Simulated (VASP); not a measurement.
# P (R-3m) in VASP: notebook

The runs below take P through elastic constants, electric field gradients, with LDA, HSE06+D3(BJ).

All numbers are computed with VASP 6.6.1; they aren't measurements. Logs are shortened: lines on timing, memory, paths and dates and some standing lists are left out, and cuts for length are marked.

## (1) The cell of the first run

The structure is trigonal, space group R-3m (No. 166). Conventional cell: a = 3.497 Å, b = 3.497 Å, c = 9.513 Å, α = 90.00°, β = 90.00°, γ = 120.00°. P (site symmetry 3m) has 6 P at 2.32 to 2.87 Å within 3.1 Å.

## (2) Elastic constants, LDA (16.79 Å³/atom)

INCAR

```
SYSTEM = P
PREC = Accurate ; ENCUT = 500
EDIFF = 1E-8 ; ISMEAR = 1
SIGMA = 0.1 ; LREAL = .FALSE.
LASPH = .TRUE. ; NELM = 120
ALGO = Normal ; ISIF = 3
LWAVE = .FALSE. ; LCHARG = .FALSE.
IBRION = 6 ; NFREE = 2
POTIM = 0.015 ; NSW = 1
GGA_COMPAT = .FALSE.
```

KPOINTS

```
regular mesh
0
G
  8 8 8
  0 0 0
```

POSCAR

```
P
1.0
    1.7484346900      1.0094592389      3.1708647367
   -1.7484346900      1.0094592389      3.1708647367
    0.0000000000     -2.0189184779      3.1708647367
P
2
Direct
    0.7735566374      0.7735566374      0.7735566374
    0.2264433626      0.2264433626      0.2264433626
```

Potentials or basis: VASP PAW LDA potentials, release 64 (P).

Run with:

```sh
cat potpaw_LDA.64/P/POTCAR > POTCAR
mpirun -np 1 vasp_std > vasp.out
```

OUTCAR:

```text
SYSTEM = P
   PREC = Accurate
   ENCUT = 500
   EDIFF = 1E-8
   ISMEAR = 1
   LREAL = .FALSE.
   LASPH = .TRUE.
   NELM = 120
   ISIF = 3
   IBRION = 6
   NFREE = 2
   POTIM = 0.015
   NSW = 1

 ion  position               nearest neighbor table
   1  0.774  0.774  0.774-   2 2.32   2 2.32   2 2.32   2 2.87   2 2.87   2 2.87
   2  0.226  0.226  0.226-   1 2.32   1 2.32   1 2.32   1 2.87   1 2.87   1 2.87

  LATTYP: Found a trigonal (rhomboedric) cell.
 ALAT       =     3.7590444263
 COS(alpha) =     0.5673129394

  Lattice vectors:

 A1 = (   1.7484346900,   1.0094592389,   3.1708647367)
 A2 = (  -1.7484346900,   1.0094592389,   3.1708647367)
 A3 = (   0.0000000000,  -2.0189184779,   3.1708647367)

Analysis of symmetry for initial positions (statically):
=====================================================================
 Subroutine PRICEL returns:
 Original cell was already a primitive cell.

 Routine SETGRP: Setting up the symmetry group for a
 trigonal (rhombohedral) supercell.

 Subroutine GETGRP returns: Found 12 space group operations
 (whereof 12 operations were pure point group operations)
 out of a pool of 12 trial point group operations.

The static configuration has the point symmetry D_3d.

Analysis of symmetry for dynamics (positions and initial velocities):
=====================================================================
 Subroutine PRICEL returns:
 Original cell was already a primitive cell.

 Routine SETGRP: Setting up the symmetry group for a
 trigonal (rhombohedral) supercell.

 Subroutine GETGRP returns: Found 12 space group operations
 (whereof 12 operations were pure point group operations)
 out of a pool of 12 trial point group operations.

The dynamic configuration has the point symmetry D_3d.

 Subroutine INISYM returns: Found 12 space group operations
 (whereof 12 operations are pure point group operations),
 and found     1 'primitive' translations

[... 623 lines left out ...]
      4       5.2640      2.00000
      5       8.3717      1.90389
      6       8.7548     -0.00008
      7       9.2222     -0.00000
      8      11.9288      0.00000
      9      13.7976      0.00000

 [... further k-points ...]
[... 5 lines left out ...]
  --------------------------------------------------------------------------------------
  -------------------------------------------------------------------------------------
  Total       -1.2654541     -1.2654541     -1.3038469      0.0000000      0.0000000      0.0000000
  in kB      -60.3795430    -60.3795430    -62.2114074      0.0000000      0.0000000      0.0000000
  external PRESSURE =     -60.9901645 kB  Pullay stress =       0.0000000 kB
[... 17 lines left out ...]
  FREE ENERGIE OF THE ION-ELECTRON SYSTEM (eV)
  ---------------------------------------------------
  free  energy   TOTEN  =       -12.0668477618 eV

  energy  without entropy=      -12.0671614309  energy(sigma->0) =      -12.06695232

 INTERNAL STRAIN TENSORS FROM STRAINED CELLS
 ============================================

 INTERNAL STRAIN TENSOR FOR ION    1 for displacements in x,y,z  (eV/Angst):
          X           Y           Z          XY          YZ          ZX
  --------------------------------------------------------------------------------
  x     0.00000     0.00000     0.00000     0.59264     0.00000     4.99282
  y     0.54582    -0.75071    -0.00000    -0.00001     4.97336    -0.00030
  z     4.47803     4.43977     8.83920     0.00021    -0.18310    -0.00006

 INTERNAL STRAIN TENSORS FROM DISPLACED ATOMS
 ============================================

 INTERNAL STRAIN TENSOR FOR ION    1 for displacements in x,y,z  (eV/Angst):
          X           Y           Z          XY          YZ          ZX
  --------------------------------------------------------------------------------
  x     0.00000     0.00000     0.00000     0.43367     0.00000     5.12133
  y     0.43367    -0.43367    -0.00000     0.00000     5.12133     0.00000
  z     3.90178     3.90178     7.96725     0.00000    -0.00000     0.00000

 INTERNAL STRAIN TENSOR FOR ION    2 for displacements in x,y,z  (eV/Angst):
          X           Y           Z          XY          YZ          ZX
  --------------------------------------------------------------------------------
  x    -0.00000    -0.00000     0.00000    -0.43367     0.00000    -5.12133
  y    -0.43367     0.43367     0.00000     0.00000    -5.12133    -0.00000
  z    -3.90178    -3.90178    -7.96725     0.00000     0.00000     0.00000

 Eigenvectors and eigenvalues of the dynamical matrix
 ----------------------------------------------------

   1 f  =   11.742579 THz    73.780802 2PiTHz  391.690284 cm-1    48.563384 meV
             X         Y         Z           dx          dy          dz
      0.000000 -0.000000  7.358530     0.000000   -0.000000    0.707107
      0.000000 -0.000000  2.154064     0.000000    0.000000   -0.707107
[... 16 lines left out ...]
   5 f  =    0.000000 THz     0.000000 2PiTHz    0.000000 cm-1     0.000000 meV
             X         Y         Z           dx          dy          dz
      0.000000 -0.000000  7.358530     0.707107   -0.000000    0.000000
      0.000000 -0.000000  2.154064     0.707107   -0.000000    0.000000

   6 f/i=    0.000000 THz     0.000000 2PiTHz    0.000002 cm-1     0.000000 meV
             X         Y         Z           dx          dy          dz
      0.000000 -0.000000  7.358530     0.000000   -0.540694   -0.455686
      0.000000 -0.000000  2.154064     0.000000   -0.540694   -0.455686

--------------------------------------------------------------------------------------------------------

 ELASTIC MODULI CONTR FROM IONIC RELAXATION (kBar)
 Direction    XX          YY          ZZ          XY          YZ          ZX
 --------------------------------------------------------------------------------
 XX         -85.0602    -81.2068   -169.7547      0.0000    -22.7527      0.0000
 YY         -81.2068    -85.0602   -169.7547     -0.0000     22.7527     -0.0000
 ZZ        -169.7547   -169.7547   -346.6313      0.0000      0.0000      0.0000
 XY           0.0000     -0.0000      0.0000     -1.9267      0.0000    -22.7527
 YZ         -22.7527     22.7527      0.0000      0.0000   -268.6960      0.0000
 ZX           0.0000     -0.0000      0.0000    -22.7527      0.0000   -268.6959
 --------------------------------------------------------------------------------

 TOTAL ELASTIC MODULI (kBar)
 Direction    XX          YY          ZZ          XY          YZ          ZX
 --------------------------------------------------------------------------------
 XX        1448.3038    617.8122    341.2339      0.0000   -279.7011      0.0000
 YY         617.8122   1448.3038    341.2339     -0.0000    279.7011     -0.0000
 ZZ         341.2339    341.2339    562.5214      0.0000     -0.0000      0.0000
 XY           0.0000     -0.0000      0.0000    415.2458      0.0000   -279.7011
 YZ        -279.7011    279.7011     -0.0000      0.0000    558.1970      0.0000
 ZX           0.0000     -0.0000      0.0000   -279.7011      0.0000    558.1970
 --------------------------------------------------------------------------------
```

It took 4.9 min on 1 thread of Intel Xeon Platinum 8488C (Sapphire Rapids), shared host; peak memory 0.26 GiB.

What came out:

| Quantity | Value |
| --- | --- |
| Voigt bulk modulus | 67 GPa |
| Highest phonon frequency at Γ | 392 cm⁻¹ |

Phonon frequencies in cm⁻¹ (negative: imaginary):
```tsv
q point	frequencies
(0.000, 0.000, 0.000)	0 0 0 286 286 392
```

Elastic tensor in Voigt notation (GPa, in the Cartesian axes of the cell as first typed):
```
145  62  34 -28   0   0
 62 145  34  28   0   0
 34  34  56   0   0   0
-28  28   0  56   0   0
  0   0   0   0  56 -28
  0   0   0   0 -28  42
```

Clamped-ion elastic tensor (GPa):
```
153  70  51 -26   0   0
 70 153  51  26   0   0
 51  51  91   0   0   0
-26  26   0  83   0   0
  0   0   0   0  83 -26
  0   0   0   0 -26  42
```

Caveat: the cell is under stress, which shifts elastic constants.

## (3) Electric field gradients, HSE06+D3(BJ)

This run uses another cell than the first one, of 16.14 Å³/atom.

POSCAR

```
P
1.0
    1.7257251800      0.9963478972      3.1296800133
   -1.7257251800      0.9963478972      3.1296800133
    0.0000000000     -1.9926957944      3.1296800133
P
2
Direct
    0.7729197500      0.7729197500      0.7729197500
    0.2270802500      0.2270802500      0.2270802500
```

INCAR.step1

```
SYSTEM = P
ALGO = Normal
EDIFF = 1E-5
ENCUT = 400
GGA = PE
GGA_COMPAT = .FALSE.
ISIF = 2
ISMEAR = 1
LASPH = .TRUE.
LCHARG = .FALSE.
LREAL = .FALSE.
LWAVE = .TRUE.
NBANDS = 12
NELM = 120
PREC = Accurate
SIGMA = 0.15
```

INCAR.step2

```
SYSTEM = P
ALGO = Normal
EDIFF = 1E-8
ENCUT = 400
GGA = PE
GGA_COMPAT = .FALSE.
HFSCREEN = 0.2079
ISIF = 2
ISMEAR = 1
ISTART = 1
IVDW = 12
LASPH = .TRUE.
LCHARG = .FALSE.
LEFG = .TRUE.
LHFCALC = .TRUE.
LREAL = .FALSE.
LWAVE = .FALSE.
NBANDS = 12
NELM = 120
PREC = Accurate
PRECFOCK = Normal
SIGMA = 0.15
VDW_A1 = 0.383
VDW_A2 = 5.685
VDW_S6 = 1.0
VDW_S8 = 2.31
```

KPOINTS

```
k-points
0
G
  6 6 6
  0 0 0
```

Potentials or basis: VASP PAW PBE potentials, release 64 (P).

Run with:

```sh
cat potpaw_PBE.64/P/POTCAR > POTCAR
cp INCAR.step1 INCAR
mpirun -np 1 vasp_std > vasp.out
cp INCAR.step2 INCAR
mpirun -np 1 vasp_std > vasp.out
```

OUTCAR:

```text
SYSTEM = P
   EDIFF = 1E-8
   ENCUT = 400
   GGA = PE
   HFSCREEN = 0.2079
   ISIF = 2
   ISMEAR = 1
   ISTART = 1
   IVDW = 12
   LASPH = .TRUE.
   LHFCALC = .TRUE.
   LREAL = .FALSE.
   NELM = 120
   PREC = Accurate
   PRECFOCK = Normal
 IVDW          = 12

 ion  position               nearest neighbor table
   1  0.773  0.773  0.773-   2 2.29   2 2.29   2 2.29   2 2.82   2 2.82   2 2.82
   2  0.227  0.227  0.227-   1 2.29   1 2.29   1 2.29   1 2.82   1 2.82   1 2.82

  LATTYP: Found a trigonal (rhomboedric) cell.
 ALAT       =     3.7102201437
 COS(alpha) =     0.5673129378

  Lattice vectors:

 A1 = (   1.7257251800,   0.9963478972,   3.1296800133)
 A2 = (  -1.7257251800,   0.9963478972,   3.1296800133)
 A3 = (   0.0000000000,  -1.9926957944,   3.1296800133)

Analysis of symmetry for initial positions (statically):
=====================================================================
 Subroutine PRICEL returns:
 Original cell was already a primitive cell.

 Routine SETGRP: Setting up the symmetry group for a
 trigonal (rhombohedral) supercell.

 Subroutine GETGRP returns: Found 12 space group operations
 (whereof 12 operations were pure point group operations)
 out of a pool of 12 trial point group operations.

The static configuration has the point symmetry D_3d.

Analysis of symmetry for dynamics (positions and initial velocities):
=====================================================================
 Subroutine PRICEL returns:
 Original cell was already a primitive cell.

 Routine SETGRP: Setting up the symmetry group for a
 trigonal (rhombohedral) supercell.

 Subroutine GETGRP returns: Found 12 space group operations
 (whereof 12 operations were pure point group operations)
 out of a pool of 12 trial point group operations.

The dynamic configuration has the point symmetry D_3d.

 Subroutine INISYM returns: Found 12 space group operations
 (whereof 12 operations are pure point group operations),
 and found     1 'primitive' translations

----------------------------------------------------------------------------------------

                                     Primitive cell

  volume of cell :      32.2875

  direct lattice vectors                    reciprocal lattice vectors
     1.725725180  0.996347897  3.129680013     0.289733270  0.167277582  0.106507161
    -1.725725180  0.996347897  3.129680013    -0.289733270  0.167277582  0.106507161
     0.000000000 -1.992695794  3.129680013     0.000000000 -0.334555163  0.106507161

  length of vectors
     3.710220144  3.710220144  3.710220144     0.351099605  0.351099605  0.351099605

  position of ions in fractional coordinates (direct lattice)
     0.772919750  0.772919750  0.772919750
     0.227080250  0.227080250  0.227080250

  ion indices of the primitive-cell ions
   primitive index   ion index
                 1           1
                 2           2

----------------------------------------------------------------------------------------

 KPOINTS: k-points

[... 93 lines left out ...]
   LHFCALC =     T    Hartree Fock is set to
   PRECFOCK=normal    Normal, Fast or Accurate (Low or Medium for compatibility)
   ENCUT4O =  -1.0   cutoff for four orbital integrals eV
   NKREDX  =     1    reduce k-point grid by
   NKREDY  =     1    reduce k-point grid by
   NKREDZ  =     1    reduce k-point grid by
   AEXX    =    0.2500 exact exchange contribution
   HFSCREEN=    0.2079 screening length (either q_TF or 0.3 A-1)
   HFSCREENC=   0.2079 screening length for correlation (either q_TF or 0.3 A-1)
   ENCUTFOCK=  -1.0 apply spherical cutoff to Coloumb kernel
   IVDW    =    12    specifies the selected vdW correction
   LEPSILON=     F    determine dielectric tensor
   LRPA    =     F    only Hartree local field effects (RPA)
 non-spin polarized calculation
 Methfessel and Paxton  Order N= 1 SIGMA  =   0.15
  energy-cutoff  :      400.00
  volume of cell :       32.29
 maximum number of plane-waves:       616
  NGX = 20; NGY = 20; NGZ = 20

 number of electron       9.9999998 magnetization

 Free energy of the ion-electron system (eV)
  ---------------------------------------------------
  ext. energy  EPLUGINS =         0.00000000
  ---------------------------------------------------
  free energy    TOTEN  =       -12.70514495 eV

  energy without entropy =      -12.70490649  energy(sigma->0) =      -12.70506546

 E-fermi :   9.3033     XC(G=0):  -8.9001

 val. band max:        9.2636163060   @ k =   0.5000   0.5000   0.0000
 cond. band min:       9.3055711362   @ k =   0.5000  -0.0000   0.0000
 fundamental gap:      0.0419548301
 Fermi energy:         9.3033489515

 k-point     1 :       0.0000    0.0000    0.0000
  band No.  band energies     occupation
      1      -9.5932      2.00000
      2       4.8449      2.00000
      3       5.2378      2.00000
      4       5.5320      2.00000
      5       5.5320      2.00000
      6      10.7321     -0.00000
      7      12.1343     -0.00000
      8      12.1343     -0.00000
      9      15.4240      0.00000
     10      15.4240      0.00000
     11      16.7932      0.00000
     12      16.7978      0.00000
[... 331 lines left out ...]
 k-point    24 :      -0.3333    0.5000    0.1667
  band No.  band energies     occupation
      1      -5.1627      2.00000
      2      -2.8511      2.00000
      3       0.2843      2.00000
      4       1.4687      2.00000
      5       5.8240      2.00000
      6      11.4607     -0.00000
      7      12.4984      0.00000
      8      16.6733      0.00000
      9      17.0393      0.00000
     10      18.4109      0.00000
     11      21.6177      0.00000
     12      23.1154      0.00000

 [... further k-points ...]

------------------------ aborting loop because EDIFF is reached ----------------------------------------

 Edisp (eV)   -0.94484

 E8    (eV) :    -0.5541

  FORCE on cell =-STRESS in cart. coord.  units (eV):
  Direction    XX          YY          ZZ          XY          YZ          ZX
  --------------------------------------------------------------------------------------
  -------------------------------------------------------------------------------------
  Total      -1.45915    -1.45915    -1.26735    -0.00000     0.00000     0.00000
  in kB     -72.40629   -72.40629   -62.88859    -0.00000     0.00000     0.00000
  external pressure =      -69.23 kB  Pullay stress =        0.00 kB

 VOLUME and BASIS-vectors are now :
 -----------------------------------------------------------------------------
  energy-cutoff  :      400.00
  volume of cell :       32.29
      direct lattice vectors                 reciprocal lattice vectors
     1.725725180  0.996347897  3.129680013     0.289733270  0.167277582  0.106507161
    -1.725725180  0.996347897  3.129680013    -0.289733270  0.167277582  0.106507161
     0.000000000 -1.992695794  3.129680013     0.000000000 -0.334555163  0.106507161

 POSITION                                       TOTAL-FORCE (eV/Angst)
 -----------------------------------------------------------------------------------
      0.00000      0.00000      7.25697         0.000000      0.000000      0.351757
      0.00000      0.00000      2.13207         0.000000     -0.000000     -0.351757
 -----------------------------------------------------------------------------------
    total drift:                                0.000000      0.000000     -0.000000

  FREE ENERGIE OF THE ION-ELECTRON SYSTEM (eV)
  ---------------------------------------------------
  free  energy   TOTEN  =       -13.6499895033 eV

  energy  without entropy=      -13.6497510399  energy(sigma->0) =      -13.64991002

 Electric field gradients (V/A^2)
---------------------------------------------------------------------
 ion       V_xx      V_yy      V_zz      V_xy      V_xz      V_yz
---------------------------------------------------------------------
   1      17.139    17.139   -34.278    -0.000    -0.000    -0.000
   2      17.139    17.139   -34.278    -0.000     0.000    -0.000
---------------------------------------------------------------------

 Electric field gradients after diagonalization (V/A^2)
 (convention: |V_zz| > |V_xx| > |V_yy|)
----------------------------------------------------------------------
 ion       V_xx      V_yy      V_zz     asymmetry (V_yy - V_xx)/ V_zz
----------------------------------------------------------------------
   1      17.139    17.139   -34.278       0.000
   2      17.139    17.139   -34.278       0.000
----------------------------------------------------------------------

           NMR quadrupolar parameters

 Cq : quadrupolar parameter    Cq=e*Q*V_zz/h
 eta: asymmetry parameters     (V_yy - V_xx)/ V_zz
 Q  : nuclear electric quadrupole moment in mb (millibarn)
----------------------------------------------------------------------
 ion       Cq(MHz)       eta       Q (mb)
----------------------------------------------------------------------
   1      -0.083       0.000       1.000
   2      -0.083       0.000       1.000
----------------------------------------------------------------------
```

Run time: 42 min. Hardware: 1 thread of Intel Xeon Platinum 8259CL at 2.50GHz (Skylake/Cascade Lake), shared host; peak memory 0.24 GiB.

Results:

```yaml
Free_energy: -13.6500 eV
Pressure: -6.9 GPa
Largest_force: 0.352 eV/Å
Band_gap_on_the_k_mesh: zero (bands 5 and 6 overlap by 0.48 eV)
Largest_electric_field_gradient_by_atom: P -34.3 V/Å²
Dispersion_energy_per_atom: -0.472 eV
```

Forces in eV/Å, atoms in the order of the input:
```
P    0.000  0.000  0.352
P    0.000  0.000 -0.352
```

Electric field gradients, principal values (V/Å²):
```tsv
atom	least	middle	greatest (by size)
1 P	17.139	17.139	-34.278
2 P	17.139	17.139	-34.278
```

Caveat: the k points lie up to 0.37 Å⁻¹ apart; without QUAD_EFG the Cq values of the log hold for a quadrupole moment of 1 mb, not for the nuclei; the PAW data sets were made with another functional, which shifts forces and pressure a little.
